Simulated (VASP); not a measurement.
# NbRu3 in VASP: notebook

Runs on NbRu3. Level: LDA. Tasks: electric field gradients.

All numbers are computed with VASP 6.6.1; they aren't measurements. Logs are shortened: lines on timing, memory, paths and dates and some standing lists are left out, and cuts for length are marked.

**1. The cell of the first run**

It takes space group P4/mmm (No. 123, tetragonal). Conventional cell: a = 3.880 Å, b = 3.880 Å, c = 3.841 Å, α = 90.00°, β = 90.00°, γ = 90.00°. Nb (site symmetry 4/mmm) has 12 Ru at 2.73 to 2.74 Å within 3.6 Å. Within 3.6 Å of Ru (site symmetry mmm) lie 4 Nb at 2.73 Å and 8 Ru at 2.73 to 2.74 Å. Ru (site symmetry 4/mmm) has 8 Ru at 2.73 Å and 4 Nb at 2.74 Å within 3.6 Å.

**2. Electric field gradients, LDA (zz strain of -1 %)**

Input file INCAR:

```
  ALGO = Normal
  EDIFF = 1E-8
  ENCUT = 520
  ISIF = 2
  ISMEAR = -1
  LASPH = T
  LCHARG = F
  LEFG = T
  LREAL = F
  LWAVE = F
  NBANDS = 36
  NELM = 100
  PREC = Accurate
  SIGMA = 0.05
```

Input file KPOINTS:

```
k-points
0
Gamma
  9 9 9
```

Input file POSCAR:

```
NbRu3
1.0
    3.8800000000      0.0000000000      0.0000000000
    0.0000000000      3.8800000000      0.0000000000
    0.0000000000      0.0000000000      3.8412000000
Nb Ru
1 3
Direct
    0.0000000000      0.0000000000      0.0000000000
    0.0000000000      0.5000000000      0.5000000000
    0.5000000000      0.0000000000      0.5000000000
    0.5000000000      0.5000000000      0.0000000000
```

Potentials or basis: VASP PAW LDA potentials, release 64 (Nb_sv, Ru_pv).

On the command line:

```
$ cat potpaw_LDA.64/Nb_sv/POTCAR potpaw_LDA.64/Ru_pv/POTCAR > POTCAR
$ mpirun -np 1 vasp_std > vasp.out
```

OUTCAR:

```text
EDIFF = 1E-8
   ENCUT = 520
   ISIF = 2
   ISMEAR = -1
   LASPH = T
   LREAL = F
   NELM = 100
   PREC = Accurate

 ion  position               nearest neighbor table
   1  0.000  0.000  0.000-   2 2.73   3 2.73   2 2.73   3 2.73   2 2.73   2 2.73   3 2.73   3 2.73
                             4 2.74   4 2.74   4 2.74   4 2.74
   2  0.000  0.500  0.500-   1 2.73   4 2.73   1 2.73   4 2.73   1 2.73   1 2.73   4 2.73   4 2.73
                             3 2.74   3 2.74   3 2.74   3 2.74
   3  0.500  0.000  0.500-   1 2.73   4 2.73   1 2.73   4 2.73   4 2.73   4 2.73   1 2.73   1 2.73
                             2 2.74   2 2.74   2 2.74   2 2.74
   4  0.500  0.500  0.000-   2 2.73   3 2.73   2 2.73   3 2.73   3 2.73   3 2.73   2 2.73   2 2.73
                             1 2.74   1 2.74   1 2.74   1 2.74

  LATTYP: Found a simple tetragonal cell.
 ALAT       =     3.8800000000
 C/A-ratio  =     0.9900000000

  Lattice vectors:

 A1 = (   3.8800000000,   0.0000000000,   0.0000000000)
 A2 = (   0.0000000000,   3.8800000000,   0.0000000000)
 A3 = (   0.0000000000,   0.0000000000,   3.8412000000)

Analysis of symmetry for initial positions (statically):
=====================================================================
 Subroutine PRICEL returns:
 Original cell was already a primitive cell.

 Routine SETGRP: Setting up the symmetry group for a
 simple tetragonal supercell.

 Subroutine GETGRP returns: Found 16 space group operations
 (whereof 16 operations were pure point group operations)
 out of a pool of 16 trial point group operations.

The static configuration has the point symmetry D_4h.

Analysis of symmetry for dynamics (positions and initial velocities):
=====================================================================
 Subroutine PRICEL returns:
 Original cell was already a primitive cell.

 Routine SETGRP: Setting up the symmetry group for a
 simple tetragonal supercell.

 Subroutine GETGRP returns: Found 16 space group operations
 (whereof 16 operations were pure point group operations)
 out of a pool of 16 trial point group operations.

The dynamic configuration has the point symmetry D_4h.

 Subroutine INISYM returns: Found 16 space group operations
 (whereof 16 operations are pure point group operations),
 and found     1 'primitive' translations

----------------------------------------------------------------------------------------

                                     Primitive cell

  volume of cell :      57.8270

  direct lattice vectors                    reciprocal lattice vectors
     3.880000000  0.000000000  0.000000000     0.257731959  0.000000000  0.000000000
     0.000000000  3.880000000  0.000000000     0.000000000  0.257731959  0.000000000
     0.000000000  0.000000000  3.841200000     0.000000000  0.000000000  0.260335312

  length of vectors
     3.880000000  3.880000000  3.841200000     0.257731959  0.257731959  0.260335312

  position of ions in fractional coordinates (direct lattice)
     0.000000000  0.000000000  0.000000000
     0.000000000  0.500000000  0.500000000
     0.500000000  0.000000000  0.500000000
     0.500000000  0.500000000  0.000000000

  ion indices of the primitive-cell ions
   primitive index   ion index
                 1           1
                 2           2
                 3           3
                 4           4

----------------------------------------------------------------------------------------

 KPOINTS: k-points

Automatic generation of k-mesh.
 Grid dimensions read from file:
 generate k-points for:    9    9    9

 Generating k-lattice:

  Cartesian coordinates                     Fractional coordinates (reciprocal lattice)
     0.028636884  0.000000000  0.000000000     0.111111111  0.000000000  0.000000000
     0.000000000  0.028636884  0.000000000     0.000000000  0.111111111  0.000000000
     0.000000000  0.000000000  0.028926146     0.000000000  0.000000000  0.111111111

  Length of vectors
     0.028636884  0.028636884  0.028926146

  Shift w.r.t. Gamma in fractional coordinates (k-lattice)
     0.000000000  0.000000000  0.000000000

 Subroutine IBZKPT returns following result:
 ===========================================

 Found     75 irreducible k-points:

 Following reciprocal coordinates:
            Coordinates               Weight
  0.000000  0.000000  0.000000      1.000000
  0.111111  0.000000  0.000000      4.000000
  0.222222  0.000000  0.000000      4.000000
  0.333333  0.000000  0.000000      4.000000
  0.444444  0.000000  0.000000      4.000000
  0.111111  0.111111  0.000000      4.000000
[... 16 lines left out ...]
  0.333333  0.111111  0.111111     16.000000
  0.444444  0.111111  0.111111     16.000000
 [... further k-points ...]
   k-points           NKPTS =     75   k-points in BZ     NKDIM =     75   number of bands    NBANDS=     36
   number of dos      NEDOS =    301   number of ions     NIONS =      4
   total plane-waves  NPLWV =  27000
   dimension x,y,z NGX =    30 NGY =   30 NGZ =   30
   dimension x,y,z NGXF=    60 NGYF=   60 NGZF=   60
   ions per type =               1   3
   NGX,Y,Z   is equivalent  to a cutoff of  12.85, 12.85, 12.98 a.u.
   NGXF,Y,Z  is equivalent  to a cutoff of  25.71, 25.71, 25.97 a.u.
 SYSTEM =  unknown system
   PREC   = accura    normal or accurate (medium, high low for compatibility)
   ISTART =      0    job   : 0-new  1-cont  2-samecut
   ICHARG =      2    charge: 1-file 2-atom 10-const
   ISPIN  =      1    spin polarized calculation?
   LNONCOLLINEAR =      F non collinear calculations
   LSORBIT =      F    spin-orbit coupling
   LASPH  =      T    aspherical Exc in radial PAW
   ENCUT  =  520.0 eV  38.22 Ry    6.18 a.u.   7.21  7.21  7.14*2*pi/ulx,y,z
   NELM   =    100;   NELMIN=  2; NELMDL= -5     # of ELM steps
   EDIFF  = 0.1E-07   stopping-criterion for ELM
   LREAL  =      F    real-space projection
   EDIFFG = 0.1E-06   stopping-criterion for IOM
   NSW    =      0    number of steps for IOM
   IBRION =     -1    ionic relax: 0-MD 1-quasi-New 2-CG
   NFREE  =      0    steps in history (QN), initial steepest desc. (CG)
   ISIF   =      2    stress and relaxation
   ISYM   =      2    0-nonsym 1-usesym 2-fastsym
   POTIM  = 0.5000    time-step for ionic-motion
   TEBEG  =    0.0;   TEEND  =   0.0 temperature during run
   PSTRESS=    0.0 pullay stress
   NELECT =      55.0000    total number of electrons
   NUPDOWN=      -1.0000    fix difference up-down
   EMIN   =  10.00;   EMAX   =-10.00  energy-range for DOS
   EFERMI =   0.00;   METHOD = LEGACY
   ISMEAR =    -1;   SIGMA  =   0.05  broadening in eV -4-tet -1-fermi 0-gaus
   EFERMI_NEDOS =   21; number of points for ismear=-14 and -15
   IALGO  =     38    algorithm
   IMIX   =      4    mixing-type and parameters
     AMIX     =   0.40;   BMIX     =  1.00
     AMIX_MAG =   1.60;   BMIX_MAG =  1.00
  volume/ion in A,a.u.               =      14.46        97.56
  Fermi-wavevector in a.u.,A,eV,Ry     =   1.609974  3.042410 35.266535  2.592017
  Thomas-Fermi vector in A             =   2.705599
   LORBIT       =      0    0 simple, 1 ext, 2 COOP (PROOUT), +10 PAW based schemes
   GGA     = CA    functional components
   LHFCALC =     F    Hartree Fock is set to
   AEXX    =    0.0000 exact exchange contribution
   IVDW    =     0    specifies the selected vdW correction
   LEPSILON=     F    determine dielectric tensor
   LRPA    =     F    only Hartree local field effects (RPA)
 non-spin polarized calculation
  energy-cutoff  :      520.00
  volume of cell :       57.83
 maximum number of plane-waves:      1573
 NGX is ok and might be reduce to    30
   NGX = 15   NGY = 15   NGZ = 15

 number of electron      55.0000016 magnetization

 Free energy of the ion-electron system (eV)
  ---------------------------------------------------
  ext. energy  EPLUGINS =         0.00000000
  ---------------------------------------------------
  free energy    TOTEN  =       -43.79867145 eV

  energy without entropy =      -43.75496846  energy(sigma->0) =      -43.77681996

 E-fermi :  12.1963     XC(G=0): -13.9697

 val. band max:       12.1963018675   @ k =   0.0000   0.0000   0.2222
 cond. band min:      12.2020660707   @ k =   0.4444   0.3333   0.4444
 fundamental gap:      0.0057642032
 Fermi energy:        12.1963254500

 k-point     1 :       0.0000    0.0000    0.0000
  band No.  band energies     occupation
      1     -42.2167      2.00000
      2     -30.3518      2.00000
      3     -30.3431      2.00000
      4     -30.3431      2.00000
      5     -29.9490      2.00000
      6     -29.9420      2.00000
[... 28 lines left out ...]
     35      16.9378      0.00000
     36      17.0296      0.00000

 k-point     2 :       0.1111    0.0000    0.0000
  band No.  band energies     occupation
      1     -42.2170      2.00000
      2     -30.3412      2.00000
      3     -30.3328      2.00000
      4     -30.3253      2.00000
      5     -29.9524      2.00000
      6     -29.9457      2.00000
[... 28 lines left out ...]
     35      17.0180      0.00000
     36      17.8568      0.00000

 k-point     3 :       0.2222    0.0000    0.0000
  band No.  band energies     occupation
      1     -42.2176      2.00000
      2     -30.3119      2.00000
      3     -30.3046      2.00000
      4     -30.2738      2.00000
      5     -29.9634      2.00000
      6     -29.9575      2.00000
[... 28 lines left out ...]
     35      16.9915      0.00000
     36      19.3621      0.00000
[... 742 lines left out ...]
 k-point    23 :       0.3333    0.1111    0.1111
  band No.  band energies     occupation
      1     -42.2180      2.00000
      2     -30.3142      2.00000
      3     -30.2236      2.00000
      4     -30.1616      2.00000
      5     -30.0363      2.00000
      6     -30.0036      2.00000
[... 28 lines left out ...]
     35      16.2999      0.00000
     36      20.5712      0.00000

 k-point    24 :       0.4444    0.1111    0.1111
  band No.  band energies     occupation
      1     -42.2182      2.00000
      2     -30.2845      2.00000
      3     -30.1868      2.00000
      4     -30.1157      2.00000
      5     -30.0707      2.00000
      6     -30.0354      2.00000
[... 28 lines left out ...]
     35      16.2479      0.00000
     36      21.5965      0.00000

 [... further k-points ...]

------------------------ aborting loop because EDIFF is reached ----------------------------------------

  FORCE on cell =-STRESS in cart. coord.  units (eV):
  Direction    XX          YY          ZZ          XY          YZ          ZX
  --------------------------------------------------------------------------------------
  -------------------------------------------------------------------------------------
  Total       -3.1790386     -3.1790386     -2.6142623      0.0000000     -0.0000000      0.0000000
  in kB      -88.0797366    -88.0797366    -72.4318150      0.0000000     -0.0000000      0.0000000
  external PRESSURE =     -82.8637628 kB  Pullay stress =       0.0000000 kB

 VOLUME and BASIS-vectors are now :
 -----------------------------------------------------------------------------
  energy-cutoff  :      520.00
  volume of cell :       57.83
      direct lattice vectors                 reciprocal lattice vectors
     3.880000000  0.000000000  0.000000000     0.257731959  0.000000000  0.000000000
     0.000000000  3.880000000  0.000000000     0.000000000  0.257731959  0.000000000
     0.000000000  0.000000000  3.841200000     0.000000000  0.000000000  0.260335312

 POSITION                                       TOTAL-FORCE (eV/Angst)
 -----------------------------------------------------------------------------------
      0.00000      0.00000      0.00000         0.000000      0.000000      0.000000
      0.00000      1.94000      1.92060         0.000000      0.000000      0.000000
      1.94000      0.00000      1.92060         0.000000      0.000000      0.000000
      1.94000      1.94000      0.00000         0.000000      0.000000      0.000000
 -----------------------------------------------------------------------------------
    total drift:                                0.000000      0.000000     -0.000000

  FREE ENERGIE OF THE ION-ELECTRON SYSTEM (eV)
  ---------------------------------------------------
  free  energy   TOTEN  =       -43.7986714509 eV

  energy  without entropy=      -43.7549684627  energy(sigma->0) =      -43.77681996

 Electric field gradients (V/A^2)
---------------------------------------------------------------------
 ion       V_xx      V_yy      V_zz      V_xy      V_xz      V_yz
---------------------------------------------------------------------
   1      -0.407    -0.407     0.813    -0.000    -0.000    -0.000
   2     -16.689     5.994    10.695     0.000     0.000    -0.000
   3       5.994   -16.689    10.695     0.000    -0.000     0.000
   4       4.958     4.958    -9.915    -0.000    -0.000     0.000
---------------------------------------------------------------------

 Electric field gradients after diagonalization (V/A^2)
 (convention: |V_zz| > |V_xx| > |V_yy|)
----------------------------------------------------------------------
 ion       V_xx      V_yy      V_zz     asymmetry (V_yy - V_xx)/ V_zz
----------------------------------------------------------------------
   1      -0.407    -0.407     0.813       0.000
   2      10.695     5.994   -16.689       0.282
   3      10.695     5.994   -16.689       0.282
   4       4.958     4.958    -9.915       0.000
----------------------------------------------------------------------

           NMR quadrupolar parameters

 Cq : quadrupolar parameter    Cq=e*Q*V_zz/h
 eta: asymmetry parameters     (V_yy - V_xx)/ V_zz
 Q  : nuclear electric quadrupole moment in mb (millibarn)
----------------------------------------------------------------------
 ion       Cq(MHz)       eta       Q (mb)
----------------------------------------------------------------------
   1       0.002       0.000       1.000
   2      -0.040       0.282       1.000
   3      -0.040       0.282       1.000
   4      -0.024       0.000       1.000
----------------------------------------------------------------------
```

Run time: 1.9 min. Hardware: 1 thread of AMD EPYC 7R13 (Zen 3), shared host; peak memory 0.2 GiB.

Results:

| Property | Result |
| --- | --- |
| Free energy | -43.7987 eV |
| Pressure | -8.3 GPa |
| Band gap on the k mesh | zero (an odd number of electrons rules out a gap without spin polarisation) |
| Largest electric field gradient by atom | Nb +0.8; Ru -16.7, -9.9 (each value once) V/Å² |

Electric field gradients, principal values (V/Å²):
```
atom   least  middle  greatest (by size)
1 Nb  -0.407  -0.407               0.813
2 Ru   5.994  10.695             -16.689
3 Ru   5.994  10.695             -16.689
4 Ru   4.958   4.958              -9.915
```

Caveat: the cell differs from its parent crystal (zz strain of -1 %); the cell stands under tension; without QUAD_EFG the Cq values of the log hold for a quadrupole moment of 1 mb, not for the nuclei.

**3. Electric field gradients, LDA (zz strain of +2 %)**

Input file INCAR:

```
SYSTEM = NbRu3
  PREC = Accurate
  ENCUT = 520
  EDIFF = 1E-8
  ISMEAR = -1
  SIGMA = 0.05
  LREAL = .FALSE.
  LASPH = .TRUE.
  NELM = 60
  ALGO = Normal
  ISIF = 2
  LWAVE = .FALSE.
  LCHARG = .FALSE.
  LEFG = .TRUE.
  NBANDS = 36
```

Input file KPOINTS:

```
regular mesh
0
G
  9 9 9
  0 0 0
```

Changes to POSCAR since step 2:

```diff
@@ -4,3 +4,3 @@
     0.0000000000      3.8800000000      0.0000000000
-    0.0000000000      0.0000000000      3.8412000000
+    0.0000000000      0.0000000000      3.9576000000
 Nb Ru
```

Potentials or basis: VASP PAW LDA potentials, release 64 (Nb_sv, Ru_pv).

On the command line:

```
$ cat potpaw_LDA.64/Nb_sv/POTCAR potpaw_LDA.64/Ru_pv/POTCAR > POTCAR
$ mpirun -np 1 vasp_std > vasp.out
```

OUTCAR:

```text
SYSTEM = NbRu3
   PREC = Accurate
   ENCUT = 520
   EDIFF = 1E-8
   ISMEAR = -1
   LREAL = .FALSE.
   LASPH = .TRUE.
   NELM = 60
   ISIF = 2

 ion  position               nearest neighbor table
   1  0.000  0.000  0.000-   4 2.74   4 2.74   4 2.74   4 2.74   3 2.77   2 2.77   3 2.77   2 2.77
                             3 2.77   2 2.77   3 2.77   2 2.77
   2  0.000  0.500  0.500-   3 2.74   3 2.74   3 2.74   3 2.74   4 2.77   1 2.77   1 2.77   1 2.77
                             4 2.77   4 2.77   4 2.77   1 2.77
   3  0.500  0.000  0.500-   2 2.74   2 2.74   2 2.74   2 2.74   4 2.77   1 2.77   4 2.77   4 2.77
                             1 2.77   4 2.77   1 2.77   1 2.77
   4  0.500  0.500  0.000-   1 2.74   1 2.74   1 2.74   1 2.74   3 2.77   2 2.77   3 2.77   3 2.77
                             3 2.77   2 2.77   2 2.77   2 2.77

  LATTYP: Found a simple tetragonal cell.
 ALAT       =     3.8800000000
 C/A-ratio  =     1.0200000000

  Lattice vectors:

 A1 = (   3.8800000000,   0.0000000000,   0.0000000000)
 A2 = (   0.0000000000,   3.8800000000,   0.0000000000)
 A3 = (   0.0000000000,   0.0000000000,   3.9576000000)

[... 1145 lines left out ...]
      0.00000      1.94000      1.97880         0.000000      0.000000      0.000000
      1.94000      0.00000      1.97880         0.000000      0.000000      0.000000
      1.94000      1.94000      0.00000         0.000000      0.000000      0.000000
 -----------------------------------------------------------------------------------
    total drift:                                0.000000      0.000000     -0.000000

  FREE ENERGIE OF THE ION-ELECTRON SYSTEM (eV)
  ---------------------------------------------------
  free  energy   TOTEN  =       -43.6610340215 eV

  energy  without entropy=      -43.6160892424  energy(sigma->0) =      -43.63856163

 Electric field gradients (V/A^2)
---------------------------------------------------------------------
 ion       V_xx      V_yy      V_zz      V_xy      V_xz      V_yz
---------------------------------------------------------------------
   1       0.589     0.589    -1.179     0.000     0.000    -0.000
   2      -5.924     7.100    -1.176    -0.000     0.000    -0.000
   3       7.100    -5.924    -1.176     0.000    -0.000     0.000
   4       8.729     8.729   -17.459     0.000     0.000     0.000
---------------------------------------------------------------------

 Electric field gradients after diagonalization (V/A^2)
 (convention: |V_zz| > |V_xx| > |V_yy|)
----------------------------------------------------------------------
 ion       V_xx      V_yy      V_zz     asymmetry (V_yy - V_xx)/ V_zz
----------------------------------------------------------------------
   1       0.589     0.589    -1.179       0.000
   2      -5.924    -1.176     7.100       0.669
   3      -5.924    -1.176     7.100       0.669
   4       8.729     8.729   -17.459       0.000
----------------------------------------------------------------------

           NMR quadrupolar parameters

 Cq : quadrupolar parameter    Cq=e*Q*V_zz/h
 eta: asymmetry parameters     (V_yy - V_xx)/ V_zz
 Q  : nuclear electric quadrupole moment in mb (millibarn)
----------------------------------------------------------------------
 ion       Cq(MHz)       eta       Q (mb)
----------------------------------------------------------------------
   1      -0.003       0.000       1.000
   2       0.017       0.669       1.000
   3       0.017       0.669       1.000
   4      -0.042       0.000       1.000
----------------------------------------------------------------------
```

Wall time 1.9 min (1 thread of AMD EPYC 7R13 (Zen 3), shared host); peak memory 0.21 GiB.

What came out:

| Item | Value |
| --- | --- |
| Free energy | -43.6610 eV |
| Pressure | -15.8 GPa |
| Band gap on the k mesh | zero (an odd number of electrons rules out a gap without spin polarisation) |
| Largest electric field gradient by atom | Nb -1.2; Ru +7.1, -17.5 (each value once) V/Å² |

Stress tensor (GPa, compression positive):
```
-14.77   0.00   0.00
  0.00 -14.77   0.00
  0.00   0.00 -17.98
```

Electric field gradients, principal values (V/Å²):
```csv
atom,least,middle,greatest (by size)
1 Nb,0.589,0.589,-1.179
2 Ru,-1.176,-5.924,7.100
3 Ru,-1.176,-5.924,7.100
4 Ru,8.729,8.729,-17.459
```

Caveat: the cell differs from its parent crystal (zz strain of +2 %); the cell stands under tension; without QUAD_EFG the Cq values of the log hold for a quadrupole moment of 1 mb, not for the nuclei.

(Continued in part 2 of 3.)
